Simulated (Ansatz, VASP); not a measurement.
# Two plane-wave programs on Cd

```
CELL_PARAMETERS angstrom
2.95675 0.00000 0.00000
-1.47838 2.56062 0.00000
0.00000 0.00000 5.78489
ATOMIC_POSITIONS crystal
Cd 0.33333 0.66667 0.25000
Cd 0.66667 0.33333 0.75000
```

Alike in both runs: task single point; functional LDA; k mesh 21 × 21 × 9; occupations fermi-dirac, width 0.1 eV; no spin polarisation.

|  | VASP | Ansatz |
| --- | --- | --- |
| version | VASP 6.6.1 | Ansatz 0.2.0 |
| potentials or method | VASP PAW LDA potentials, release 64 (Cd), cutoff 520 eV | plane waves (420 eV) with PAW, scalar-relativistic |
| valence electrons in the cell | 24 | 40 |

```csv
,VASP,Ansatz,Ansatz less VASP
pressure (GPa),-4.0,-4.5,-0.47
"traceless stress, the component that is largest in VASP (GPa)",0.48,0.73,+0.249
```

Ansatz warns that its potentials were made for another functional, while VASP's fit it. LDA's correlation is that of Perdew and Zunger in VASP and of Perdew and Wang (1992) in Ansatz. VASP's potentials hold 24 valence electrons a cell and Ansatz's 40, so a difference there can come from the potentials and not from the codes.
